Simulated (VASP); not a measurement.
Ti: electric field gradients with PBE

Crystal: Ti.

```
CELL_PARAMETERS angstrom
0.00000 1.98891 1.98891
1.98891 0.00000 1.98891
1.98891 1.98891 0.00000
ATOMIC_POSITIONS crystal
Ti 0.00000 0.00000 0.00000
```

This cell differs from its parent crystal: volume scaled by 0.9405.

```json
{"Program": "VASP 6.6.1", "Task": "electric field gradients", "Functional": "PBE", "Potentials or basis": "VASP PAW PBE potentials, release 64 (Ti_sv)", "Cutoff": "520 eV", "k mesh": "15 × 15 × 15", "Occupations": "fermi-dirac, width 0.05 eV", "Spin": "no spin polarisation", "Dipole correction": "no", "Further INCAR settings": "ALGO = Normal; EDIFF = 1e-08; NBANDS = 12"}
```

```json
{
  "Pressure": "12.4 GPa",
  "Band gap on the k mesh": "zero (band 6 reaches 10.24 eV, above the bottom of band 7 at 8.98 eV)"
}
```

Levels at points of the mesh, in eV from the Fermi level:
| k point | band 3 | band 4 | band 5 | band 6 | band 7 | band 8 | band 9 | band 10 |
| --- | --- | --- | --- | --- | --- | --- | --- | --- |
| (0.00, 0.00, 0.00) | -32.29 | -32.29 | -6.33 | 0.92 | 0.92 | 0.92 | 2.79 | 2.79 |

Wall time 12 s on 1 thread of Intel(R) Xeon(R) Platinum 8488C (Sapphire Rapids), with other jobs on the host, peak memory 0.15 GiB.

Caveat: without QUAD_EFG the Cq values of the log hold for a quadrupole moment of 1 mb, not for the nuclei.
